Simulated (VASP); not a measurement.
Set up this calculation in VASP 6.6.1, as the native input.

```
Task                   : single point
Functional             : PBE
Potentials or basis    : VASP PAW PBE potentials, release 64 (B, Ca_sv)
Cutoff                 : 520 eV
k mesh                 : 11 × 11 × 9
Occupations            : gaussian, width 0.055 eV
Spin                   : no spin polarisation
Dipole correction      : no
Further INCAR settings : ALGO = Normal; EDIFF = 1e-06; NBANDS = 15
```

The structure of CaB2 lies in POSCAR:

```
CaB2
1.0
    1.7216260000      2.9819390000      0.0000000000
   -1.7216260000      2.9819390000      0.0000000000
    0.0000000000      0.0000000000      3.8086510000
B Ca
2 1
Direct
    0.3333000000      0.3334000000      0.5000000000
    0.6666000000      0.6667000000      0.5000000000
    0.0000000000      0.0000000000      0.0000000000
```

The input as run:

INCAR

```
PREC = Accurate ; ENCUT = 520
EDIFF = 1E-6 ; ISMEAR = 0
SIGMA = 0.055 ; LREAL = F
LASPH = T ; NELM = 80
ALGO = Normal ; ISIF = 2
LWAVE = F ; LCHARG = F
GGA = PE ; NBANDS = 15
```

KPOINTS

```
Automatic mesh
0
Gamma
  11 11 9
```

Potentials or basis: VASP PAW PBE potentials, release 64 (B, Ca_sv).

The run is started by

```bash
$ cat potpaw_PBE.64/B/POTCAR potpaw_PBE.64/Ca_sv/POTCAR > POTCAR
$ mpirun -np 1 vasp_std > vasp.out
```

It gave:

```
Pressure               : -7.3 GPa
Band gap on the k mesh : zero (band 8 reaches 4.58 eV, above the bottom of band 9 at 3.44 eV)
```

It took 62 s on 1 thread of AMD EPYC 9R45 96-Core Processor (Zen 5) (shared host), peak memory 0.21 GiB.
